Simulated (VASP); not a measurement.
Set up this calculation in VASP 6.6.1, as the native input.

```yaml
Task: single point
Functional: PBE
Potentials_or_basis: VASP PAW PBE potentials, release 64 (Na_pv)
Cutoff: 520 eV
k_mesh: 4 × 4 × 4
Occupations: gaussian, width 0.1 eV
Spin: no spin polarisation
Dipole_correction: no
Further_INCAR_settings: ALGO = Normal; EDIFF = 1e-06; NBANDS = 14
```

The structure of Na lies in POSCAR:

```
Na
1.0
    0.0000000000      3.4815402320      3.4815402320
    3.4815402320      0.0000000000      3.4815402320
    3.4815402320      3.4815402320      0.0000000000
Na
2
Direct
    0.5000000000      0.5000000000      0.5000000000
    0.7500000000      0.7500000000      0.7500000000
```

The input as run:

INCAR

```
ALGO     = Normal         # electronic algorithm
EDIFF    = 1E-6           # SCF threshold, eV
ENCUT    = 520            # plane-wave cutoff, eV
GGA      = PE             # functional
ISIF     = 2              # what is computed and relaxed
ISMEAR   = 0              # smearing method
LASPH    = True           # aspherical terms in the spheres
LCHARG   = False          # write CHGCAR
LREAL    = False          # projectors in reciprocal space
LWAVE    = False          # write WAVECAR
NBANDS   = 14             # bands
NELM     = 100            # most SCF steps
PREC     = Accurate       # precision mode
SIGMA    = 0.1            # smearing width, eV
```

KPOINTS

```
k-points
0
Gamma
  4 4 4
```

Potentials or basis: VASP PAW PBE potentials, release 64 (Na_pv).

The run is started by

```sh
$ cat potpaw_PBE.64/Na_pv/POTCAR > POTCAR
$ mpirun -np 1 vasp_std > vasp.out
```

It gave:

| Item | Value |
| --- | --- |
| Pressure | 1.0 GPa |
| Band gap on the k mesh | zero (band 7 reaches 0.68 eV, above the bottom of band 8 at -0.51 eV) |

Caveat: the k points lie up to 0.39 Å⁻¹ apart.

Run time: 12 s on 1 thread of Oxide Virtual Turin-like Processor, on a shared host, peak memory 0.18 GiB.
